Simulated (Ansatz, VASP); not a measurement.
**Two plane-wave programs on BN**

```
B N
1.0
     2.56597    0.00000    0.00000
    -1.28298    2.22219    0.00000
     0.00000    0.00000    4.17744
B N
2 2
Direct
  0.33333 0.66667 0.99958
  0.66667 0.33333 0.49958
  0.33333 0.66667 0.37442
  0.66667 0.33333 0.87442
```

Change from the starting cell: strained cell.

Alike in both runs: functional PBEsol; k mesh 9 × 9 × 6; occupations gaussian, width 0.02 eV; no spin polarisation.

Ansatz relaxed the structure, and its values are those at the end. VASP's run is a single point on that final structure, the one shown.

|  | VASP | Ansatz |
| --- | --- | --- |
| version | VASP 6.6.1 | Ansatz 0.2.0 |
| potentials or method | VASP PAW PBE potentials, release 64 (B, N), cutoff 520 eV | scalar-relativistic, plane waves, PAW |
| valence electrons in the cell | 16 | 16 |

Ansatz gave:

- gap on the k mesh at the Fermi level (eV): 5.06
- least direct gap on the mesh (eV): 8.07
- pressure (GPa): -5.0

Q: Which values does VASP return?

A: gap on the k mesh at the Fermi level (eV): 5.05; least direct gap on the mesh (eV): 8.06; pressure (GPa): -4.3.

VASP's potentials were made for PBE, not for PBEsol, and Ansatz warns of the same on its side. The functional is the same, so the differences come from potentials, cutoffs and numerics. Ansatz's warnings: stress scf threshold loose.
